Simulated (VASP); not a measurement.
# Au (Fm-3m) in VASP: notebook

The runs below take Au through single point, relaxation of cell and atoms, with PBE.

Everything below comes from runs of VASP 6.6.1. Logs are shortened: lines on timing, memory, paths and dates and some standing lists are left out, and cuts for length are marked.

### Step 1. The cell of the first run

It takes space group Fm-3m (No. 225, cubic). The conventional cell has a = 3.873 Å, b = 3.873 Å, c = 3.873 Å, α = 90.00°, β = 90.00°, γ = 90.00°. Au (site symmetry m-3m) has 12 Au at 2.74 Å within 3.6 Å.

### Step 2. Single point, PBE

File INCAR:

```
SYSTEM = Au
PREC = Accurate ; ENCUT = 520
EDIFF = 1E-6 ; ISMEAR = -1
SIGMA = 0.1 ; LREAL = .FALSE.
LASPH = .TRUE. ; NELM = 100
ALGO = Normal ; ISIF = 2
LWAVE = .FALSE. ; LCHARG = .FALSE.
GGA = PE ; NBANDS = 12
```

File KPOINTS:

```
regular mesh
0
G
  17 17 17
  0 0 0
```

File POSCAR:

```
Au
1.0
    0.0000000000      1.9367331350      1.9367331350
    1.9367331350      0.0000000000      1.9367331350
    1.9367331350      1.9367331350      0.0000000000
Au
1
Direct
    0.0000000000      0.0000000000      0.0000000000
```

Potentials or basis: VASP PAW PBE potentials, release 64 (Au).

Launch:

```sh
$ cat potpaw_PBE.64/Au/POTCAR > POTCAR
$ mpirun -np 1 vasp_std > vasp.out
```

OUTCAR:

```text
SYSTEM = Au
   PREC = Accurate
   ENCUT = 520
   EDIFF = 1E-6
   ISMEAR = -1
   LREAL = .FALSE.
   LASPH = .TRUE.
   NELM = 100
   ISIF = 2
   GGA = PE

 ion  position               nearest neighbor table
   1  0.000  0.000  0.000-

  LATTYP: Found a face centered cubic cell.
 ALAT       =     3.8734662700

  Lattice vectors:

 A1 = (   0.0000000000,   1.9367331350,   1.9367331350)
 A2 = (   1.9367331350,   0.0000000000,   1.9367331350)
 A3 = (   1.9367331350,   1.9367331350,   0.0000000000)

Analysis of symmetry for initial positions (statically):
=====================================================================
 Subroutine PRICEL returns:
 Original cell was already a primitive cell.

 Routine SETGRP: Setting up the symmetry group for a
 face centered cubic supercell.

 Subroutine GETGRP returns: Found 48 space group operations
 (whereof 48 operations were pure point group operations)
 out of a pool of 48 trial point group operations.

The static configuration has the point symmetry O_h .

Analysis of symmetry for dynamics (positions and initial velocities):
=====================================================================
 Subroutine PRICEL returns:
 Original cell was already a primitive cell.

 Routine SETGRP: Setting up the symmetry group for a
 face centered cubic supercell.

 Subroutine GETGRP returns: Found 48 space group operations
 (whereof 48 operations were pure point group operations)
 out of a pool of 48 trial point group operations.

The dynamic configuration has the point symmetry O_h .

 Subroutine INISYM returns: Found 48 space group operations
 (whereof 48 operations are pure point group operations),
 and found     1 'primitive' translations

----------------------------------------------------------------------------------------

                                     Primitive cell

  volume of cell :      14.5291

  direct lattice vectors                    reciprocal lattice vectors
     0.000000000  1.936733135  1.936733135    -0.258166699  0.258166699  0.258166699
     1.936733135  0.000000000  1.936733135     0.258166699 -0.258166699  0.258166699
     1.936733135  1.936733135  0.000000000     0.258166699  0.258166699 -0.258166699

  length of vectors
     2.738954266  2.738954266  2.738954266     0.447157839  0.447157839  0.447157839

  position of ions in fractional coordinates (direct lattice)
[... 75 lines left out ...]
   ENCUT  =  520.0 eV  38.22 Ry    6.18 a.u.   5.09  5.09  5.09*2*pi/ulx,y,z
   NELM   =    100;   NELMIN=  2; NELMDL= -5     # of ELM steps
   EDIFF  = 0.1E-05   stopping-criterion for ELM
   LREAL  =      F    real-space projection
[... 7 lines left out ...]
   TEBEG  =    0.0;   TEEND  =   0.0 temperature during run
   PSTRESS=    0.0 pullay stress
   NELECT =      11.0000    total number of electrons
   NUPDOWN=      -1.0000    fix difference up-down
   EMIN   =  10.00;   EMAX   =-10.00  energy-range for DOS
   EFERMI =   0.00;   METHOD = LEGACY
   ISMEAR =    -1;   SIGMA  =   0.10  broadening in eV -4-tet -1-fermi 0-gaus
   EFERMI_NEDOS =   21; number of points for ismear=-14 and -15
   IALGO  =     38    algorithm
   IMIX   =      4    mixing-type and parameters
     AMIX     =   0.40;   BMIX     =  1.00
     AMIX_MAG =   1.60;   BMIX_MAG =  1.00
  volume/ion in A,a.u.               =      14.53        98.05
  Fermi-wavevector in a.u.,A,eV,Ry     =   1.492082  2.819626 30.290758  2.226308
  Thomas-Fermi vector in A             =   2.604655
   LORBIT       =      0    0 simple, 1 ext, 2 COOP (PROOUT), +10 PAW based schemes
   GGA     = PE    functional components
   LHFCALC =     F    Hartree Fock is set to
   AEXX    =    0.0000 exact exchange contribution
   IVDW    =     0    specifies the selected vdW correction
   LEPSILON=     F    determine dielectric tensor
   LRPA    =     F    only Hartree local field effects (RPA)
 non-spin polarized calculation
  energy-cutoff  :      520.00
  volume of cell :       14.53
 maximum number of plane-waves:       401
   NGX = 11   NGY = 11   NGZ = 11

 number of electron      10.9999999 magnetization

 Free energy of the ion-electron system (eV)
  ---------------------------------------------------
  ext. energy  EPLUGINS =         0.00000000
  ---------------------------------------------------
  free energy    TOTEN  =        -2.76428671 eV

  energy without entropy =       -2.75756737  energy(sigma->0) =       -2.76092704

 E-fermi :  12.5180     XC(G=0): -13.6931

 val. band max:       12.4715451501   @ k =  -0.4118   0.1176   0.0000
 cond. band min:      12.5429677178   @ k =   0.4706   0.4118   0.0000
 fundamental gap:      0.0714225677
 Fermi energy:        12.5180102005

 k-point     1 :       0.0000    0.0000    0.0000
  band No.  band energies     occupation
      1       0.7104      2.00000
      2       6.7256      2.00000
      3       6.7256      2.00000
      4       6.7256      2.00000
      5       8.7266      2.00000
      6       8.7266      2.00000
      7      26.5403      0.00000
      8      31.4730      0.00000
      9      31.4730      0.00000
     10      31.4730      0.00000
     11      36.9334      0.00000
     12      43.6667      0.00000
[... 331 lines left out ...]
 k-point    24 :      -0.1176    0.0588    0.0000
  band No.  band energies     occupation
      1       1.5640      2.00000
      2       6.4003      2.00000
      3       7.0122      2.00000
      4       7.0453      2.00000
      5       8.4335      2.00000
      6       8.8095      2.00000
      7      27.6381      0.00000
      8      28.4591      0.00000
      9      31.6992      0.00000
     10      33.2086      0.00000
     11      36.9563      0.00000
     12      39.9451      0.00000

 [... further k-points ...]

------------------------ aborting loop because EDIFF is reached ----------------------------------------

  FORCE on cell =-STRESS in cart. coord.  units (eV):
  Direction    XX          YY          ZZ          XY          YZ          ZX
  --------------------------------------------------------------------------------------
  -------------------------------------------------------------------------------------
  Total        4.9427307      4.9427307      4.9427307      0.0000000      0.0000000     -0.0000000
  in kB      545.0523089    545.0523089    545.0523089      0.0000000      0.0000000     -0.0000000
  external PRESSURE =     545.0523089 kB  Pullay stress =       0.0000000 kB

 VOLUME and BASIS-vectors are now :
 -----------------------------------------------------------------------------
  energy-cutoff  :      520.00
  volume of cell :       14.53
      direct lattice vectors                 reciprocal lattice vectors
     0.000000000  1.936733135  1.936733135    -0.258166699  0.258166699  0.258166699
     1.936733135  0.000000000  1.936733135     0.258166699 -0.258166699  0.258166699
     1.936733135  1.936733135  0.000000000     0.258166699  0.258166699 -0.258166699

 POSITION                                       TOTAL-FORCE (eV/Angst)
 -----------------------------------------------------------------------------------
      0.00000      0.00000      0.00000         0.000000      0.000000     -0.000000
 -----------------------------------------------------------------------------------
    total drift:                               -0.000000     -0.000000     -0.000000

  FREE ENERGIE OF THE ION-ELECTRON SYSTEM (eV)
  ---------------------------------------------------
  free  energy   TOTEN  =        -2.7642867132 eV

  energy  without entropy=       -2.7575673745  energy(sigma->0) =       -2.76092704
```

OSZICAR:

```text
N       E                     dE             d eps       ncg     rms          rms(c)
DAV:   1     0.510599896212E+02    0.51060E+02   -0.56959E+03  4068   0.833E+02
DAV:   2    -0.228903212628E+01   -0.53349E+02   -0.50703E+02  4704   0.195E+02
DAV:   3    -0.302313628927E+01   -0.73410E+00   -0.73363E+00  4824   0.215E+01
DAV:   4    -0.302538152895E+01   -0.22452E-02   -0.22451E-02  4720   0.138E+00
DAV:   5    -0.302539549272E+01   -0.13964E-04   -0.13964E-04  4956   0.101E-01    0.156E+01
DAV:   6    -0.280050267705E+01    0.22489E+00   -0.44969E-01  4384   0.578E+00    0.932E+00
DAV:   7    -0.276768733209E+01    0.32815E-01   -0.11317E-01  4592   0.288E+00    0.282E+00
DAV:   8    -0.276429334510E+01    0.33940E-02   -0.73246E-03  4400   0.773E-01    0.295E-01
DAV:   9    -0.276428205141E+01    0.11294E-04   -0.26856E-05  4796   0.487E-02    0.144E-02
DAV:  10    -0.276428656366E+01   -0.45123E-05   -0.18273E-06  4844   0.111E-02    0.443E-03
DAV:  11    -0.276428671321E+01   -0.14955E-06   -0.55674E-08  2648   0.201E-03
   1 F= -.27642867E+01 E0= -.27609270E+01  d E =-.671934E-02
```

stdout:

```text
POSCAR found type information on POSCAR Au
 POSCAR found :  1 types and       1 ions
 scaLAPACK will be used
 LDA part: xc-table for (Slater+PW92), standard interpolation
 POSCAR, INCAR and KPOINTS ok, starting setup
 FFT: planning ... GRIDC
 FFT: planning ... GRID_SOFT
 FFT: planning ... GRID
 WAVECAR not read
 entering main loop
```

Wall time 12 s (1 thread of AMD EPYC 9R45 (Zen 5), shared host); peak memory 0.11 GiB.

Results:

- Free energy: -2.7643 eV
- Pressure: 54.5 GPa
- Band gap on the k mesh: zero (an odd number of electrons rules out a gap without spin polarisation)

Levels at points of the mesh, in eV from the Fermi level:
```
           k point  band 3  band 4  band 5  band 6  band 7  band 8  band 9  band 10
(0.00, 0.00, 0.00)   -5.79   -5.79   -3.79   -3.79   14.02   18.95   18.95    18.95
```

Caveat: the cell stands under pressure; spin-orbit coupling is left out, which moves the levels of the heavy elements.

### Step 3. Single point, PBE

File INCAR:

```
  ALGO = Normal
  EDIFF = 1E-7
  ENCUT = 520
  GGA = PE
  ISIF = 2
  ISMEAR = -1
  LASPH = T
  LCHARG = F
  LREAL = F
  LWAVE = F
  NBANDS = 12
  NELM = 60
  PREC = Accurate
  SIGMA = 0.1
```

File KPOINTS:

```
k-points
0
Gamma
  17 17 17
```

File POSCAR:

```
Au
1.0
    0.0000000000      1.9365966549      1.9365966549
    1.9365966549      0.0000000000      1.9365966549
    1.9365966549      1.9365966549      0.0000000000
Au
1
Direct
    0.0000000000      0.0000000000      0.0000000000
```

Potentials or basis: VASP PAW PBE potentials, release 64 (Au).

Launch:

```sh
$ cat potpaw_PBE.64/Au/POTCAR > POTCAR
$ mpirun -np 1 vasp_std > vasp.out
```

It took 13 s on 1 thread of AMD EPYC 9R45 (Zen 5), shared host; peak memory 0.11 GiB.

It converged, with:

```yaml
Free_energy: -2.7632 eV
Pressure: 54.6 GPa
Band_gap_on_the_k_mesh: zero (an odd number of electrons rules out a gap without spin polarisation)
```

Levels at points of the mesh, in eV from the Fermi level:
| k point | band 4 | band 5 | band 6 | band 7 | band 8 | band 9 |
| --- | --- | --- | --- | --- | --- | --- |
| (0.00, 0.00, 0.00) | -5.79 | -3.79 | -3.79 | 14.02 | 18.96 | 18.96 |

Caveat: the cell stands under pressure; spin-orbit coupling is left out, which moves the levels of the heavy elements.

(Part 1 of 3 ends here.)
